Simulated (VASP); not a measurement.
# Zr4Si8H in VASP: single point with PBEsol

Aim: the single point of Zr4Si8H with PBEsol.

Everything below comes from runs of VASP 6.6.1. Logs are shortened: lines on timing, memory, paths and dates and some standing lists are left out, and cuts for length are marked.

## (1) The cell of the first run

The cell holds a slab with vacuum, 13 atoms: a = 3.657 Å, b = 3.674 Å, c = 31.453 Å, α = 90.00°, β = 90.00°, γ = 90.00°.

## (2) Single point, PBEsol

Contents of INCAR:

```
SYSTEM = Zr4Si8H
PREC = Accurate
ENCUT = 520
EDIFF = 1E-7
ISMEAR = 0
SIGMA = 0.1
LREAL = .False.
LASPH = .True.
NELM = 80
ALGO = Normal
ISIF = 2
LWAVE = .False.
LCHARG = .False.
LDIPOL = .True.
IDIPOL = 3
DIPOL = 0.5 0.5 0.482
GGA = PS
NBANDS = 52
```

Contents of KPOINTS:

```
Automatic mesh
0
Gamma
  8 8 1
  0 0 0
```

Contents of POSCAR:

```
Zr4Si8H
1.0
    3.6567655750      0.0000000000      0.0000000000
    0.0000000000      3.6742585520      0.0000000000
    0.0000000000      0.0000000000     31.4530958601
Si Zr H
8 4 1
Direct
    0.2500000000      0.5000000000      0.2702436682
    0.7500000000      0.0000000000      0.2704583514
    0.2500000000      0.0000000000      0.3611375859
    0.7500000000      0.0000000000      0.4111138191
    0.2500000000      0.0000000000      0.5024279006
    0.7500000000      0.5000000000      0.5023556793
    0.2500000000      0.5000000000      0.5953667887
    0.7500000000      0.5000000000      0.6480932133
    0.7500000000      0.5000000000      0.3376312043
    0.2500000000      0.5000000000      0.4346202008
    0.7500000000      0.0000000000      0.5691137127
    0.2500000000      0.0000000000      0.6619846606
    0.7500000000      0.0000000000      0.6955304565
```

Potentials or basis: VASP PAW PBE potentials, release 64 (Si, Zr_sv, H).

Launch:

```console
cat potpaw_PBE.64/Si/POTCAR potpaw_PBE.64/Zr_sv/POTCAR potpaw_PBE.64/H/POTCAR > POTCAR
mpirun -np 1 vasp_std > vasp.out
```

OUTCAR:

```text
SYSTEM = Zr4Si8H
   PREC = Accurate
   ENCUT = 520
   EDIFF = 1E-7
   ISMEAR = 0
   LREAL = .False.
   LASPH = .True.
   NELM = 80
   ISIF = 2
   GGA = PS

 ion  position               nearest neighbor table
   1  0.250  0.500  0.270-   2 2.59   2 2.59   2 2.59   2 2.59   9 2.80   9 2.80
   2  0.750  0.000  0.270-   1 2.59   1 2.59   1 2.59   1 2.59   9 2.80   9 2.80
   3  0.250  0.000  0.361-   4 2.41   4 2.41   9 2.70   9 2.70   9 2.70   9 2.70  10 2.95  10 2.95

   4  0.750  0.000  0.411-   3 2.41   3 2.41  10 2.70  10 2.70  10 2.70  10 2.70   9 2.95   9 2.95

   5  0.250  0.000  0.502-   6 2.59   6 2.59   6 2.59   6 2.59  11 2.78  11 2.78  10 2.81  10 2.81

   6  0.750  0.500  0.502-   5 2.59   5 2.59   5 2.59   5 2.59  11 2.79  11 2.79  10 2.81  10 2.81

   7  0.250  0.500  0.595-   8 2.47   8 2.47  11 2.72  11 2.72  11 2.72  11 2.72  12 2.79  12 2.79

   8  0.750  0.500  0.648-   7 2.47   7 2.47  12 2.63  12 2.63  12 2.63  12 2.63  11 3.09  11 3.09

   9  0.750  0.500  0.338-   3 2.70   3 2.70   3 2.70   3 2.70   1 2.80   1 2.80   2 2.80   2 2.80
                             4 2.95   4 2.95  10 3.56  10 3.56
  10  0.250  0.500  0.435-   4 2.70   4 2.70   4 2.70   4 2.70   6 2.81   6 2.81   5 2.81   5 2.81
                             3 2.95   3 2.95   9 3.56   9 3.56
  11  0.750  0.000  0.569-   7 2.72   7 2.72   7 2.72   7 2.72   5 2.78   5 2.78   6 2.79   6 2.79
                             8 3.09   8 3.09  12 3.45  12 3.45
  12  0.250  0.000  0.662-  13 2.11  13 2.11   8 2.63   8 2.63   8 2.63   8 2.63   7 2.79   7 2.79
                            11 3.45  11 3.45
  13  0.750  0.000  0.696-  12 2.11  12 2.11

  LATTYP: Found a simple orthorhombic cell.
 ALAT       =     3.6567655750
 B/A-ratio  =     1.0047837294
 C/A-ratio  =     8.6013432404

  Lattice vectors:

 A1 = (   3.6567655750,   0.0000000000,   0.0000000000)
 A2 = (   0.0000000000,   3.6742585520,   0.0000000000)
 A3 = (   0.0000000000,   0.0000000000,  31.4530958601)

Analysis of symmetry for initial positions (statically):
=====================================================================
 Subroutine PRICEL returns:
 Original cell was already a primitive cell.

 Routine SETGRP: Setting up the symmetry group for a
 simple orthorhombic supercell.

 Subroutine GETGRP returns: Found  4 space group operations
 (whereof  2 operations were pure point group operations)
 out of a pool of  8 trial point group operations.

The static configuration has the point symmetry C_1h.
 The point group associated with its full space group is C_2v.

Analysis of symmetry for dynamics (positions and initial velocities):
=====================================================================
 Subroutine PRICEL returns:
 Original cell was already a primitive cell.

 Routine SETGRP: Setting up the symmetry group for a
 simple orthorhombic supercell.

 Subroutine GETGRP returns: Found  4 space group operations
 (whereof  2 operations were pure point group operations)
 out of a pool of  8 trial point group operations.

The dynamic configuration has the point symmetry C_1h.
 The point group associated with its full space group is C_2v.

 Subroutine INISYM returns: Found  4 space group operations
 (whereof  2 operations are pure point group operations),
 and found     1 'primitive' translations

----------------------------------------------------------------------------------------

                                     Primitive cell

  volume of cell :     422.6007

  direct lattice vectors                    reciprocal lattice vectors
     3.656765575  0.000000000  0.000000000     0.273465712  0.000000000  0.000000000
     0.000000000  3.674258552  0.000000000     0.000000000  0.272163754  0.000000000
     0.000000000  0.000000000 31.453095860     0.000000000  0.000000000  0.031793373

  length of vectors
     3.656765575  3.674258552 31.453095860     0.273465712  0.272163754  0.031793373

  position of ions in fractional coordinates (direct lattice)
     0.250000000  0.500000000  0.270243668
     0.750000000  0.000000000  0.270458351
     0.250000000  0.000000000  0.361137586
     0.750000000  0.000000000  0.411113819
     0.250000000  0.000000000  0.502427901
     0.750000000  0.500000000  0.502355679
     0.250000000  0.500000000  0.595366789
     0.750000000  0.500000000  0.648093213
     0.750000000  0.500000000  0.337631204
     0.250000000  0.500000000  0.434620201
     0.750000000  0.000000000  0.569113713
     0.250000000  0.000000000  0.661984661
     0.750000000  0.000000000  0.695530457

  ion indices of the primitive-cell ions
   primitive index   ion index
                 1           1
                 2           2
                 3           3
                 4           4
                 5           5
                 6           6
                 7           7
                 8           8
                 9           9
                10          10
                11          11
                12          12
                13          13

----------------------------------------------------------------------------------------

 KPOINTS: Automatic mesh

Automatic generation of k-mesh.
 Grid dimensions read from file:
 generate k-points for:    8    8    1

 Generating k-lattice:

  Cartesian coordinates                     Fractional coordinates (reciprocal lattice)
     0.034183214  0.000000000  0.000000000     0.125000000  0.000000000  0.000000000
     0.000000000  0.034020469  0.000000000     0.000000000  0.125000000  0.000000000
     0.000000000  0.000000000  0.031793373     0.000000000  0.000000000  1.000000000

  Length of vectors
     0.034183214  0.034020469  0.031793373

  Shift w.r.t. Gamma in fractional coordinates (k-lattice)
     0.000000000  0.000000000  0.000000000

 Subroutine IBZKPT returns following result:
 ===========================================

 Found     25 irreducible k-points:

 Following reciprocal coordinates:
            Coordinates               Weight
  0.000000  0.000000  0.000000      1.000000
  0.125000  0.000000  0.000000      2.000000
  0.250000  0.000000  0.000000      2.000000
  0.375000  0.000000  0.000000      2.000000
  0.500000  0.000000  0.000000      1.000000
  0.000000  0.125000  0.000000      2.000000
[... 16 lines left out ...]
  0.250000  0.500000  0.000000      2.000000
  0.375000  0.500000  0.000000      2.000000
   k-points           NKPTS =     25   k-points in BZ     NKDIM =     25   number of bands    NBANDS=     52
   number of dos      NEDOS =    301   number of ions     NIONS =     13
   total plane-waves  NPLWV = 188160
   dimension x,y,z NGX =    28 NGY =   28 NGZ =  240
   dimension x,y,z NGXF=    56 NGYF=   56 NGZF=  480
   ions per type =               8   4   1
   NGX,Y,Z   is equivalent  to a cutoff of  12.73, 12.67, 12.69 a.u.
   NGXF,Y,Z  is equivalent  to a cutoff of  25.46, 25.34, 25.37 a.u.
 SYSTEM =  Zr4Si8H
   PREC   = accura    normal or accurate (medium, high low for compatibility)
   ISTART =      0    job   : 0-new  1-cont  2-samecut
   ICHARG =      2    charge: 1-file 2-atom 10-const
   ISPIN  =      1    spin polarized calculation?
   LNONCOLLINEAR =      F non collinear calculations
   LSORBIT =      F    spin-orbit coupling
   LASPH  =      T    aspherical Exc in radial PAW
   ENCUT  =  520.0 eV  38.22 Ry    6.18 a.u.   6.80  6.83 58.48*2*pi/ulx,y,z
   NELM   =     80;   NELMIN=  2; NELMDL= -5     # of ELM steps
   EDIFF  = 0.1E-06   stopping-criterion for ELM
   LREAL  =      F    real-space projection
   EDIFFG = 0.1E-05   stopping-criterion for IOM
   NSW    =      0    number of steps for IOM
   IBRION =     -1    ionic relax: 0-MD 1-quasi-New 2-CG
   NFREE  =      0    steps in history (QN), initial steepest desc. (CG)
   ISIF   =      2    stress and relaxation
   ISYM   =      2    0-nonsym 1-usesym 2-fastsym
   POTIM  = 0.5000    time-step for ionic-motion
   TEBEG  =    0.0;   TEEND  =   0.0 temperature during run
   PSTRESS=    0.0 pullay stress
   NELECT =      81.0000    total number of electrons
   NUPDOWN=      -1.0000    fix difference up-down
   EMIN   =  10.00;   EMAX   =-10.00  energy-range for DOS
   EFERMI =   0.00;   METHOD = LEGACY
   ISMEAR =     0;   SIGMA  =   0.10  broadening in eV -4-tet -1-fermi 0-gaus
   EFERMI_NEDOS =   21; number of points for ismear=-14 and -15
   IALGO  =     38    algorithm
   IMIX   =      4    mixing-type and parameters
     AMIX     =   0.40;   BMIX     =  1.00
     AMIX_MAG =   1.60;   BMIX_MAG =  1.00
  volume/ion in A,a.u.               =      32.51       219.37
  Fermi-wavevector in a.u.,A,eV,Ry     =   0.943901  1.783714 12.122097  0.890949
  Thomas-Fermi vector in A             =   2.071653
   LORBIT       =      0    0 simple, 1 ext, 2 COOP (PROOUT), +10 PAW based schemes
   GGA     = PS    functional components
   LHFCALC =     F    Hartree Fock is set to
   AEXX    =    0.0000 exact exchange contribution
   IVDW    =     0    specifies the selected vdW correction
   LEPSILON=     F    determine dielectric tensor
   LRPA    =     F    only Hartree local field effects (RPA)
 non-spin polarized calculation
 Gauss-broadening in eV      SIGMA  =   0.10
  energy-cutoff  :      520.00
  volume of cell :      422.60
 maximum number of plane-waves:     11452
 NGX is ok and might be reduce to    28
   NGX = 13   NGY = 13   NGZ =117

 dipolmoment           0.000000      0.000000      0.006502 electrons x Angstroem

 number of electron      80.9999998 magnetization

 dipolmoment           0.000000      0.000000     -0.071731 electrons x Angstroem

 Free energy of the ion-electron system (eV)
  ---------------------------------------------------
  ext. energy  EPLUGINS =         0.00000000
  ---------------------------------------------------
  free energy    TOTEN  =       -91.26727992 eV

  energy without entropy =      -91.23133559  energy(sigma->0) =      -91.24930775

 E-fermi :   2.1326     XC(G=0):  -5.9573

 val. band max:        2.1258526798   @ k =   0.5000   0.1250   0.0000
 cond. band min:       2.1346245713   @ k =   0.1250   0.3750   0.0000
 fundamental gap:      0.0087718915
 Fermi energy:         2.1325565004

 k-point     1 :       0.0000    0.0000    0.0000
  band No.  band energies     occupation
      1     -46.4205      2.00000
      2     -46.2294      2.00000
      3     -46.1823      2.00000
      4     -46.1817      2.00000
      5     -24.6746      2.00000
      6     -24.5372      2.00000
[... 44 lines left out ...]
     51       4.7907      0.00000
     52       4.8246      0.00000

 k-point     2 :       0.1250    0.0000    0.0000
  band No.  band energies     occupation
      1     -46.4186      2.00000
      2     -46.2277      2.00000
      3     -46.1809      2.00000
      4     -46.1802      2.00000
      5     -24.6686      2.00000
      6     -24.5744      2.00000
[... 44 lines left out ...]
     51       4.7732      0.00000
     52       5.0583      0.00000
[... 1153 lines left out ...]
     51       5.4467      0.00000
     52       5.5730      0.00000

 k-point    24 :       0.3750    0.5000    0.0000
  band No.  band energies     occupation
      1     -46.3998      2.00000
      2     -46.2091      2.00000
      3     -46.1642      2.00000
      4     -46.1633      2.00000
      5     -24.7066      2.00000
      6     -24.6506      2.00000
[... 44 lines left out ...]
     51       5.6512      0.00000
     52       5.6936      0.00000

 [... further k-points ...]

------------------------ aborting loop because EDIFF is reached ----------------------------------------

 vacuum level on the upper side and lower side of the slab       (xc-potential included)        -0.557         0.390

  FORCE on cell =-STRESS in cart. coord.  units (eV):
  Direction    XX          YY          ZZ          XY          YZ          ZX
  --------------------------------------------------------------------------------------
  -------------------------------------------------------------------------------------
  Total       -3.3096939     -0.6437398      1.5084116      0.0000000      0.0000000      0.0000000
  in kB      -12.5478172     -2.4405670      5.7187382      0.0000000      0.0000000      0.0000000
  external PRESSURE =      -3.0898820 kB  Pullay stress =       0.0000000 kB

 VOLUME and BASIS-vectors are now :
 -----------------------------------------------------------------------------
  energy-cutoff  :      520.00
  volume of cell :      422.60
      direct lattice vectors                 reciprocal lattice vectors
     3.656765575  0.000000000  0.000000000     0.273465712  0.000000000  0.000000000
     0.000000000  3.674258552  0.000000000     0.000000000  0.272163754  0.000000000
     0.000000000  0.000000000 31.453095860     0.000000000  0.000000000  0.031793373

 POSITION                                       TOTAL-FORCE (eV/Angst)
 -----------------------------------------------------------------------------------
      0.91419      1.83713      8.50000         0.000000      0.000000     -0.174828
      2.74257      0.00000      8.50675         0.000000      0.000000     -0.267898
      0.91419      0.00000     11.35890         0.000000      0.000000     -0.352307
      2.74257      0.00000     12.93080         0.000000      0.000000      0.055640
      0.91419      0.00000     15.80291         0.000000      0.000000     -0.070418
      2.74257      1.83713     15.80064         0.000000      0.000000     -0.056151
      0.91419      1.83713     18.72613         0.000000      0.000000     -0.238323
      2.74257      1.83713     20.38454         0.000000      0.000000     -0.556770
      2.74257      1.83713     10.61955         0.000000      0.000000      0.705539
      0.91419      1.83713     13.67015         0.000000      0.000000      0.020511
      2.74257      0.00000     17.90039         0.000000      0.000000      0.281588
      0.91419      0.00000     20.82147         0.000000      0.000000      0.635230
      2.74257      0.00000     21.87659         0.000000      0.000000      0.018188
 -----------------------------------------------------------------------------------
    total drift:                               -0.000000      0.000000      0.000061

  FREE ENERGIE OF THE ION-ELECTRON SYSTEM (eV)
  ---------------------------------------------------
  free  energy   TOTEN  =       -91.2672799207 eV

  energy  without entropy=      -91.2313355883  energy(sigma->0) =      -91.24930775

 vacuum level on the upper side and lower side of the slab         6.390         7.352
```

Wall time 47 min (1 thread of Intel Xeon 8259CL, shared host); peak memory 0.71 GiB.

What came out:

```yaml
Free_energy: -91.2673 eV
Largest_force: 0.706 eV/Å
Band_gap_on_the_k_mesh: zero (an odd number of electrons rules out a gap without spin polarisation)
```

Forces in eV/Å, atoms in the order of the input:
```
Si   0.000  0.000 -0.175
Si   0.000  0.000 -0.268
Si   0.000  0.000 -0.352
Si   0.000  0.000  0.056
Si   0.000  0.000 -0.070
Si   0.000  0.000 -0.056
Si   0.000  0.000 -0.238
Si   0.000  0.000 -0.557
Zr   0.000  0.000  0.706
Zr   0.000  0.000  0.021
Zr   0.000  0.000  0.282
Zr   0.000  0.000  0.635
H    0.000  0.000  0.018
```

Caveat: the PAW data sets were made with another functional, which shifts forces and pressure a little; an odd number of electrons without spin polarisation forces a metal; a magnetic or distorted state may lie lower.
